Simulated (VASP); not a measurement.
A run of VASP 6.6.1:

INCAR

```
ALGO = Normal ; EDIFF = 1E-6
ENCUT = 520 ; GGA = PE
ISIF = 2 ; ISMEAR = 0
LASPH = T ; LCHARG = F
LREAL = F ; LWAVE = F
NBANDS = 8 ; NELM = 60
PREC = Accurate ; SIGMA = 0.1
```

The input KPOINTS:

```
k-points
0
Gamma
  34 34 34
```

Contents of POSCAR:

```
Al
1.0
    0.0000000000      2.0201127739      2.0201127739
    2.0201127739      0.0000000000      2.0201127739
    2.0201127739      2.0201127739      0.0000000000
Al
1
Direct
    0.0000000000      0.0000000000      0.0000000000
```

Potentials or basis: VASP PAW PBE potentials, release 64 (Al).

Launch:

```sh
$ cat potpaw_PBE.64/Al/POTCAR > POTCAR
$ mpirun -np 1 vasp_std > vasp.out
```

Hardware: 1 thread of Intel Xeon 8259CL, with other jobs on the host.

Problem. How long does it take, and how much memory?

Solution. Wall time 2.4 min on 1 thread of Intel Xeon 8259CL (shared host), peak memory 0.23 GiB. Counts: scf iterations 10, k points 1059.
